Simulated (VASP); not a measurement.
# YTl (R-3m) in VASP: notebook

YTl is run at these levels: LDA; tasks: single point.

All numbers are computed with VASP 6.6.1; they aren't measurements. Logs are shortened: lines on timing, memory, paths and dates and some standing lists are left out, and cuts for length are marked.

## 1. The cell of the first run

The structure is trigonal, space group R-3m (No. 166). The conventional cell has a = 5.358 Å, b = 5.358 Å, c = 6.367 Å, α = 90.00°, β = 90.00°, γ = 120.00°. Y (site symmetry -3m) has 8 Tl at 3.18 to 3.27 Å and 6 Y at 3.75 Å within 4.2 Å. Within 4.2 Å of Tl (site symmetry -3m) lie 8 Y at 3.18 to 3.27 Å and 6 Tl at 3.75 Å.

## 2. Single point, LDA (equal xy, yz and zx shear strains of -2 %)

The input, INCAR:

```
SYSTEM = YTl
ALGO = Normal ; EDIFF = 1E-6
ENCUT = 520 ; GGA = CA
ISIF = 2 ; ISMEAR = -1
LASPH = .True. ; LCHARG = .False.
LREAL = .False. ; LWAVE = .False.
NBANDS = 19 ; NELM = 60
PREC = Accurate ; SIGMA = 0.08
```

The input, KPOINTS:

```
k-points
0
Gamma
  11 11 11
  0 0 0
```

The input, POSCAR:

```
YTl
1.0
    3.7510000000     -0.0375100000     -0.0375100000
   -0.0375100000      3.7510000000     -0.0375100000
   -0.0375100000     -0.0375100000      3.7510000000
Y Tl
1 1
Direct
    0.5000000000      0.5000000000      0.5000000000
    0.0000000000      0.0000000000      0.0000000000
```

Potentials or basis: VASP PAW LDA potentials, release 64 (Y_sv, Tl_d).

Started as:

```bash
$ cat potpaw_LDA.64/Y_sv/POTCAR potpaw_LDA.64/Tl_d/POTCAR > POTCAR
$ mpirun -np 1 vasp_std > vasp.out
```

OUTCAR:

```text
SYSTEM = YTl
   EDIFF = 1E-6
   ENCUT = 520
   GGA = CA
   ISIF = 2
   ISMEAR = -1
   LASPH = .True.
   LREAL = .False.
   NELM = 60
   PREC = Accurate

 ion  position               nearest neighbor table
   1  0.500  0.500  0.500-   2 3.18   2 3.18   2 3.27   2 3.27   2 3.27   2 3.27   2 3.27   2 3.27

   2  0.000  0.000  0.000-   1 3.18   1 3.18   1 3.27   1 3.27   1 3.27   1 3.27   1 3.27   1 3.27

  LATTYP: Found a trigonal (rhomboedric) cell.
 ALAT       =     3.7513750812
 COS(alpha) =    -0.0198960208

  Lattice vectors:

 A1 = (   3.7510000000,  -0.0375100000,  -0.0375100000)
 A2 = (  -0.0375100000,   3.7510000000,  -0.0375100000)
 A3 = (  -0.0375100000,  -0.0375100000,   3.7510000000)

Analysis of symmetry for initial positions (statically):
=====================================================================
 Subroutine PRICEL returns:
 Original cell was already a primitive cell.

 Routine SETGRP: Setting up the symmetry group for a
 trigonal (rhombohedral) supercell.

 Subroutine GETGRP returns: Found 12 space group operations
 (whereof 12 operations were pure point group operations)
 out of a pool of 12 trial point group operations.

The static configuration has the point symmetry D_3d.

Analysis of symmetry for dynamics (positions and initial velocities):
=====================================================================
 Subroutine PRICEL returns:
 Original cell was already a primitive cell.

 Routine SETGRP: Setting up the symmetry group for a
 trigonal (rhombohedral) supercell.

 Subroutine GETGRP returns: Found 12 space group operations
 (whereof 12 operations were pure point group operations)
 out of a pool of 12 trial point group operations.

The dynamic configuration has the point symmetry D_3d.

 Subroutine INISYM returns: Found 12 space group operations
 (whereof 12 operations are pure point group operations),
 and found     1 'primitive' translations

----------------------------------------------------------------------------------------

                                     Primitive cell

  volume of cell :      52.7606

  direct lattice vectors                    reciprocal lattice vectors
     3.751000000 -0.037510000 -0.037510000     0.266649443  0.002693429  0.002693429
    -0.037510000  3.751000000 -0.037510000     0.002693429  0.266649443  0.002693429
    -0.037510000 -0.037510000  3.751000000     0.002693429  0.002693429  0.266649443

  length of vectors
     3.751375081  3.751375081  3.751375081     0.266676648  0.266676648  0.266676648

  position of ions in fractional coordinates (direct lattice)
     0.500000000  0.500000000  0.500000000
     0.000000000  0.000000000  0.000000000

  ion indices of the primitive-cell ions
   primitive index   ion index
                 1           1
                 2           2

----------------------------------------------------------------------------------------

 KPOINTS: k-points

Automatic generation of k-mesh.
 Grid dimensions read from file:
 generate k-points for:   11   11   11

 Generating k-lattice:

  Cartesian coordinates                     Fractional coordinates (reciprocal lattice)
     0.024240858  0.000244857  0.000244857     0.090909091  0.000000000  0.000000000
     0.000244857  0.024240858  0.000244857     0.000000000  0.090909091  0.000000000
     0.000244857  0.000244857  0.024240858     0.000000000  0.000000000  0.090909091

  Length of vectors
     0.024243332  0.024243332  0.024243332

  Shift w.r.t. Gamma in fractional coordinates (k-lattice)
     0.000000000  0.000000000  0.000000000

 Subroutine IBZKPT returns following result:
 ===========================================

 Found    146 irreducible k-points:

 Following reciprocal coordinates:
            Coordinates               Weight
  0.000000  0.000000  0.000000      1.000000
  0.090909 -0.000000 -0.000000      6.000000
  0.181818  0.000000  0.000000      6.000000
  0.272727 -0.000000  0.000000      6.000000
  0.363636 -0.000000  0.000000      6.000000
  0.454545 -0.000000  0.000000      6.000000
[... 16 lines left out ...]
 -0.272727  0.181818  0.000000     12.000000
 -0.181818  0.181818  0.000000      6.000000
 [... further k-points ...]
   k-points           NKPTS =    146   k-points in BZ     NKDIM =    146   number of bands    NBANDS=     19
   number of dos      NEDOS =    301   number of ions     NIONS =      2
   total plane-waves  NPLWV =  21952
   dimension x,y,z NGX =    28 NGY =   28 NGZ =   28
   dimension x,y,z NGXF=    56 NGYF=   56 NGZF=   56
   ions per type =               1   1
   NGX,Y,Z   is equivalent  to a cutoff of  12.41, 12.41, 12.41 a.u.
   NGXF,Y,Z  is equivalent  to a cutoff of  24.82, 24.82, 24.82 a.u.
 SYSTEM =  YTl
   PREC   = accura    normal or accurate (medium, high low for compatibility)
   ISTART =      0    job   : 0-new  1-cont  2-samecut
   ICHARG =      2    charge: 1-file 2-atom 10-const
   ISPIN  =      1    spin polarized calculation?
   LNONCOLLINEAR =      F non collinear calculations
   LSORBIT =      F    spin-orbit coupling
   LASPH  =      T    aspherical Exc in radial PAW
   ENCUT  =  520.0 eV  38.22 Ry    6.18 a.u.   6.98  6.98  6.98*2*pi/ulx,y,z
   NELM   =     60;   NELMIN=  2; NELMDL= -5     # of ELM steps
   EDIFF  = 0.1E-05   stopping-criterion for ELM
   LREAL  =      F    real-space projection
   EDIFFG = 0.1E-04   stopping-criterion for IOM
   NSW    =      0    number of steps for IOM
   IBRION =     -1    ionic relax: 0-MD 1-quasi-New 2-CG
   NFREE  =      0    steps in history (QN), initial steepest desc. (CG)
   ISIF   =      2    stress and relaxation
   ISYM   =      2    0-nonsym 1-usesym 2-fastsym
   POTIM  = 0.5000    time-step for ionic-motion
   TEBEG  =    0.0;   TEEND  =   0.0 temperature during run
   PSTRESS=    0.0 pullay stress
   NELECT =      24.0000    total number of electrons
   NUPDOWN=      -1.0000    fix difference up-down
   EMIN   =  10.00;   EMAX   =-10.00  energy-range for DOS
   EFERMI =   0.00;   METHOD = LEGACY
   ISMEAR =    -1;   SIGMA  =   0.08  broadening in eV -4-tet -1-fermi 0-gaus
   EFERMI_NEDOS =   21; number of points for ismear=-14 and -15
   IALGO  =     38    algorithm
   IMIX   =      4    mixing-type and parameters
     AMIX     =   0.40;   BMIX     =  1.00
     AMIX_MAG =   1.60;   BMIX_MAG =  1.00
[... 14 lines left out ...]
   NGX = 13   NGY = 13   NGZ = 13

 number of electron      24.0000008 magnetization

 Free energy of the ion-electron system (eV)
  ---------------------------------------------------
  ext. energy  EPLUGINS =         0.00000000
  ---------------------------------------------------
  free energy    TOTEN  =       -10.88475332 eV

  energy without entropy =      -10.85590978  energy(sigma->0) =      -10.87033155

 E-fermi :   5.9183     XC(G=0): -10.7390

 val. band max:        5.8869869663   @ k =   0.4545  -0.0000   0.0000
 cond. band min:       5.9280255050   @ k =  -0.4545   0.1818   0.0000
 fundamental gap:      0.0410385387
 Fermi energy:         5.9183050390

 k-point     1 :       0.0000    0.0000    0.0000
  band No.  band energies     occupation
      1     -36.8923      2.00000
      2     -16.9427      2.00000
      3     -16.9279      2.00000
      4     -16.9279      2.00000
      5      -5.8066      2.00000
      6      -5.8066      2.00000
[... 11 lines left out ...]
     18       9.3949      0.00000
     19      11.4797      0.00000

 k-point     2 :       0.0909   -0.0000   -0.0000
  band No.  band energies     occupation
      1     -36.8912      2.00000
      2     -16.9544      2.00000
      3     -16.9340      2.00000
      4     -16.9267      2.00000
      5      -5.8031      2.00000
      6      -5.7840      2.00000
[... 11 lines left out ...]
     18      10.1481      0.00000
     19      12.1739      0.00000

 k-point     3 :       0.1818    0.0000    0.0000
  band No.  band energies     occupation
      1     -36.8883      2.00000
      2     -17.0026      2.00000
      3     -16.9330      2.00000
      4     -16.9234      2.00000
      5      -5.7938      2.00000
      6      -5.7239      2.00000
[... 11 lines left out ...]
     18      11.1678      0.00000
     19      13.2095      0.00000

 k-point     4 :       0.2727   -0.0000    0.0000
  band No.  band energies     occupation
      1     -36.8845      2.00000
      2     -17.0671      2.00000
      3     -16.9295      2.00000
      4     -16.9191      2.00000
      5      -5.7816      2.00000
      6      -5.6470      2.00000
[... 11 lines left out ...]
     18      12.2609      0.00000
     19      13.8086      0.00000

 k-point     5 :       0.3636   -0.0000    0.0000
  band No.  band energies     occupation
      1     -36.8811      2.00000
      2     -17.1257      2.00000
      3     -16.9260      2.00000
      4     -16.9151      2.00000
      5      -5.7703      2.00000
      6      -5.6198      2.00000
[... 11 lines left out ...]
     18      13.3662      0.00000
     19      13.8861      0.00000

 k-point     6 :       0.4545   -0.0000    0.0000
  band No.  band energies     occupation
      1     -36.8790      2.00000
      2     -17.1601      2.00000
      3     -16.9240      2.00000
      4     -16.9127      2.00000
      5      -5.7635      2.00000
      6      -5.6254      2.00000
[... 11 lines left out ...]
     18      13.5846      0.00000
     19      14.3639      0.00000

 k-point     7 :       0.0909    0.0909    0.0000
  band No.  band energies     occupation
      1     -36.8901      2.00000
      2     -16.9594      2.00000
      3     -16.9436      2.00000
      4     -16.9288      2.00000
      5      -5.7900      2.00000
      6      -5.7707      2.00000
[... 11 lines left out ...]
     18      10.5862      0.00000
     19      12.9948      0.00000

 k-point     8 :       0.1818    0.0909    0.0000
  band No.  band energies     occupation
      1     -36.8872      2.00000
      2     -17.0023      2.00000
      3     -16.9469      2.00000
      4     -16.9259      2.00000
      5      -5.7775      2.00000
      6      -5.7140      2.00000
[... 256 lines left out ...]
 k-point    20 :       0.4545    0.1818    0.0000
  band No.  band energies     occupation
      1     -36.8753      2.00000
      2     -17.1479      2.00000
      3     -16.9793      2.00000
      4     -16.9109      2.00000
      5      -5.7187      2.00000
      6      -5.6782      2.00000
[... 11 lines left out ...]
     18      13.1167      0.00000
     19      13.8270      0.00000

 k-point    21 :      -0.4545    0.1818    0.0000
  band No.  band energies     occupation
      1     -36.8753      2.00000
      2     -17.1473      2.00000
      3     -16.9790      2.00000
      4     -16.9108      2.00000
      5      -5.7195      2.00000
      6      -5.6808      2.00000
[... 11 lines left out ...]
     18      12.9130      0.00000
     19      13.8142      0.00000

 k-point    22 :      -0.3636    0.1818    0.0000
  band No.  band energies     occupation
      1     -36.8773      2.00000
      2     -17.1136      2.00000
      3     -16.9821      2.00000
      4     -16.9133      2.00000
      5      -5.7257      2.00000
      6      -5.6707      2.00000
[... 11 lines left out ...]
     18      13.2811      0.00000
     19      13.5759      0.00000

 k-point    23 :      -0.2727    0.1818    0.0000
  band No.  band energies     occupation
      1     -36.8808      2.00000
      2     -17.0570      2.00000
      3     -16.9879      2.00000
      4     -16.9177      2.00000
      5      -5.7366      2.00000
      6      -5.6516      2.00000
[... 11 lines left out ...]
     18      12.5831      0.00000
     19      14.2524      0.00000

 k-point    24 :      -0.1818    0.1818    0.0000
  band No.  band energies     occupation
      1     -36.8845      2.00000
      2     -16.9963      2.00000
      3     -16.9930      2.00000
      4     -16.9225      2.00000
      5      -5.7532      2.00000
      6      -5.6739      2.00000
[... 11 lines left out ...]
     18      11.9106      0.00000
     19      14.6260      0.00000

 [... further k-points ...]

------------------------ aborting loop because EDIFF is reached ----------------------------------------

  FORCE on cell =-STRESS in cart. coord.  units (eV):
  Direction    XX          YY          ZZ          XY          YZ          ZX
  --------------------------------------------------------------------------------------
  -------------------------------------------------------------------------------------
  Total       -0.9305262     -0.9305262     -0.9305262      0.2572659      0.2572659      0.2572659
  in kB      -28.2572040    -28.2572040    -28.2572040      7.8123690      7.8123690      7.8123690
  external PRESSURE =     -28.2572040 kB  Pullay stress =       0.0000000 kB

 VOLUME and BASIS-vectors are now :
 -----------------------------------------------------------------------------
  energy-cutoff  :      520.00
  volume of cell :       52.76
      direct lattice vectors                 reciprocal lattice vectors
     3.751000000 -0.037510000 -0.037510000     0.266649443  0.002693429  0.002693429
    -0.037510000  3.751000000 -0.037510000     0.002693429  0.266649443  0.002693429
    -0.037510000 -0.037510000  3.751000000     0.002693429  0.002693429  0.266649443

 POSITION                                       TOTAL-FORCE (eV/Angst)
 -----------------------------------------------------------------------------------
      1.83799      1.83799      1.83799        -0.000000     -0.000000      0.000000
      0.00000      0.00000      0.00000         0.000000      0.000000     -0.000000
 -----------------------------------------------------------------------------------
    total drift:                               -0.000000      0.000000      0.000000

  FREE ENERGIE OF THE ION-ELECTRON SYSTEM (eV)
  ---------------------------------------------------
  free  energy   TOTEN  =       -10.8847533191 eV

  energy  without entropy=      -10.8559097765  energy(sigma->0) =      -10.87033155
```

Wall time 41 s (1 thread of Intel Xeon 6975P-C (Granite Rapids), shared host); peak memory 0.27 GiB.

What came out:

* Free energy: -10.8848 eV
* Pressure: -2.8 GPa
* Band gap on the k mesh: zero (bands 12 and 13 overlap by 2.26 eV)

Levels at points of the mesh, in eV from the Fermi level:
| k point | band 9 | band 10 | band 11 | band 12 | band 13 | band 14 | band 15 | band 16 |
| --- | --- | --- | --- | --- | --- | --- | --- | --- |
| (0.00, 0.00, 0.00) | -11.47 | -9.06 | -0.13 | -0.13 | 3.06 | 3.09 | 3.09 | 3.43 |

Caveat: the cell differs from its parent crystal (equal xy, yz and zx shear strains of -2 %); spin-orbit coupling is left out, which moves the levels of the heavy elements.

## 3. Single point, LDA (equal xy, yz and zx shear strains of -1 %)

The input, INCAR:

```
PREC     = Accurate       # precision mode
ENCUT    = 520            # plane-wave cutoff, eV
EDIFF    = 1E-6           # SCF threshold, eV
ISMEAR   = -1             # smearing method
SIGMA    = 0.08           # smearing width, eV
LREAL    = F              # projectors in reciprocal space
LASPH    = T              # aspherical terms in the spheres
NELM     = 80             # most SCF steps
ALGO     = Normal         # electronic algorithm
ISIF     = 2              # what is computed and relaxed
LWAVE    = F              # write WAVECAR
LCHARG   = T              # write CHGCAR
LELF     = T              # ELF
LVHAR    = T            
NBANDS   = 19             # bands
```

The input, KPOINTS:

```
Automatic mesh
0
Gamma
  11 11 11
```

The input, POSCAR:

```
YTl
1.0
    3.7510000000     -0.0187550000     -0.0187550000
   -0.0187550000      3.7510000000     -0.0187550000
   -0.0187550000     -0.0187550000      3.7510000000
Y Tl
1 1
Direct
    0.5000000000      0.5000000000      0.5000000000
    0.0000000000      0.0000000000      0.0000000000
```

Potentials or basis: VASP PAW LDA potentials, release 64 (Y_sv, Tl_d).

Started as:

```bash
$ cat potpaw_LDA.64/Y_sv/POTCAR potpaw_LDA.64/Tl_d/POTCAR > POTCAR
$ mpirun -np 1 vasp_std > vasp.out
```

Wall time 46 s (1 thread of Intel Xeon 6975P-C (Granite Rapids), shared host); peak memory 0.28 GiB.

It converged, with:

* Free energy: -10.8902 eV
* Pressure: -2.9 GPa
* Band gap on the k mesh: zero (bands 12 and 13 overlap by 2.24 eV)

Stress tensor (GPa, compression positive):
```
-2.90  0.36  0.36
 0.36 -2.90  0.36
 0.36  0.36 -2.90
```

Levels at points of the mesh, in eV from the Fermi level:
```csv
k point,band 8,band 9,band 10,band 11,band 12,band 13,band 14,band 15,band 16,band 17
"(0.00, 0.00, 0.00)",-11.48,-11.48,-9.06,-0.14,-0.14,3.06,3.08,3.08,3.45,3.47
```

Caveat: the cell differs from its parent crystal (equal xy, yz and zx shear strains of -1 %); spin-orbit coupling is left out, which moves the levels of the heavy elements.

## 4. Single point, LDA (equal xy, yz and zx shear strains of +1 %)

The input, INCAR:

```
PREC = Accurate
ENCUT = 520
EDIFF = 1E-6
ISMEAR = -1
SIGMA = 0.08
LREAL = F
LASPH = T
NELM = 60
ALGO = Normal
ISIF = 2
LWAVE = F
LCHARG = T
LELF = T
LVHAR = T
NBANDS = 19
```

KPOINTS is that of step 3.

The input, POSCAR:

```
YTl
1.0
    3.7510000000      0.0187550000      0.0187550000
    0.0187550000      3.7510000000      0.0187550000
    0.0187550000      0.0187550000      3.7510000000
Y Tl
1 1
Direct
    0.5000000000      0.5000000000      0.5000000000
    0.0000000000      0.0000000000      0.0000000000
```

Started as:

```bash
$ cat potpaw_LDA.64/Y_sv/POTCAR potpaw_LDA.64/Tl_d/POTCAR > POTCAR
$ mpirun -np 1 vasp_std > vasp.out
```

Run time: 52 s. Hardware: 1 thread of Intel Xeon 6975P-C (Granite Rapids), shared host; peak memory 0.27 GiB.

The run converged. Its results:

```yaml
Free_energy: -10.8904 eV
Pressure: -2.9 GPa
Band_gap_on_the_k_mesh: zero (bands 12 and 13 overlap by 2.26 eV)
```

Stress tensor (GPa, compression positive):
```
-2.91 -0.31 -0.31
-0.31 -2.91 -0.31
-0.31 -0.31 -2.91
```

Levels at points of the mesh, in eV from the Fermi level:
| k point | band 10 | band 11 | band 12 | band 13 | band 14 | band 15 |
| --- | --- | --- | --- | --- | --- | --- |
| (0.00, 0.00, 0.00) | -9.06 | -0.14 | -0.14 | 3.07 | 3.07 | 3.08 |

Caveat: the cell differs from its parent crystal (equal xy, yz and zx shear strains of +1 %); spin-orbit coupling is left out, which moves the levels of the heavy elements.

## 5. Single point, LDA (equal xy, yz and zx shear strains of +2 %)

The input, INCAR:

```
SYSTEM = YTl
PREC = Accurate
ENCUT = 520
EDIFF = 1E-6
ISMEAR = -1
SIGMA = 0.08
LREAL = .FALSE.
LASPH = .TRUE.
NELM = 100
ALGO = Normal
ISIF = 2
LWAVE = .FALSE.
LCHARG = .FALSE.
NBANDS = 19
```

The input, KPOINTS:

```
Automatic mesh
0
G
  11 11 11
  0 0 0
```

The input, POSCAR:

```
YTl
1.0
    3.7510000000      0.0375100000      0.0375100000
    0.0375100000      3.7510000000      0.0375100000
    0.0375100000      0.0375100000      3.7510000000
Y Tl
1 1
Direct
    0.5000000000      0.5000000000      0.5000000000
    0.0000000000      0.0000000000      0.0000000000
```

Started as:

```bash
$ cat potpaw_LDA.64/Y_sv/POTCAR potpaw_LDA.64/Tl_d/POTCAR > POTCAR
$ mpirun -np 1 vasp_std > vasp.out
```

Run time: 52 s. Hardware: 1 thread of Intel Xeon 6975P-C (Granite Rapids), shared host; peak memory 0.28 GiB.

The run converged. Its results:

- Free energy: -10.8863 eV
- Pressure: -2.8 GPa
- Band gap on the k mesh: zero (bands 12 and 13 overlap by 2.31 eV)

Stress tensor (GPa, compression positive):
```
-2.84 -0.56 -0.56
-0.56 -2.84 -0.56
-0.56 -0.56 -2.84
```

Levels at points of the mesh, in eV from the Fermi level:
```tsv
k point	band 9	band 10	band 11	band 12	band 13	band 14	band 15	band 16
(0.00, 0.00, 0.00)	-11.46	-9.06	-0.13	-0.13	3.07	3.07	3.11	3.46
```

Caveat: the cell differs from its parent crystal (equal xy, yz and zx shear strains of +2 %); spin-orbit coupling is left out, which moves the levels of the heavy elements.

## 6. The runs side by side

```csv
cell,gap on the mesh (eV),pressure (GPa)
"a = 3.751 Å, angles 91.1°, 2 atoms",none,-2.8
"a = 3.751 Å, angles 90.6°, 2 atoms",none,-2.9
"a = 3.751 Å, angles 89.4°, 2 atoms",none,-2.9
"a = 3.751 Å, angles 88.8°, 2 atoms",none,-2.8
```

Alike in all rows: task single point; level LDA; potentials or basis VASP PAW LDA potentials, release 64 (Y_sv, Tl_d); no spin polarisation; k mesh 11 × 11 × 11; cutoff (eV) 520; smearing fermi-dirac 0.08 eV.

Caveats: spin-orbit coupling is left out, which moves the levels of the heavy elements.

Absolute energies hang on the potentials; compare differences alone.

The gap in the log of VASP goes by the Fermi energy; the results here count the filled bands.